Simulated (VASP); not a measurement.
InAs:

```
In As
1.0
     0.00000    3.01800    3.01800
     3.01800    0.00000    3.01800
     3.01800    3.01800    0.00000
In As
1 1
Direct
  0.00000 0.00000 0.00000
  0.25000 0.25000 0.25000
```

* Program: VASP 6.6.1
* Task: relaxation of cell and atoms
* Functional: r2SCAN
* Potentials or basis: VASP PAW PBE potentials, release 64 (In_d, As)
* Cutoff: 600 eV
* k mesh: 10 × 10 × 10
* Occupations: gaussian, width 0.01 eV
* Spin: no spin polarisation

At the start: pressure 2.3 GPa; volume 27.49 Å³/atom.

Task: Where does the relaxation end?

Result: Over 3 steps the energy falls by 6.9 meV/atom and the volume is 28.52 Å³/atom (+3.7 %); space group F-43m (No. 216, to 0.05 Å).

The path:
```
step  energy change (eV)  largest force (eV/Å)  pressure (GPa)  volume (Å³)
   1              0.0000                0.0000            2.28        54.98
   2             -0.0100                0.0000           -1.83        58.15
   3             -0.0139                0.0000           -0.03        57.03
```

Final structure:
```
In As
1.0
     0.00000    3.05509    3.05509
     3.05509    0.00000    3.05509
     3.05509    3.05509    0.00000
In As
1 1
Direct
  0.00000 0.00000 0.00000
  0.25000 0.25000 0.25000
```

Caveat: the PAW data sets were made with another functional, which shifts forces and pressure a little.
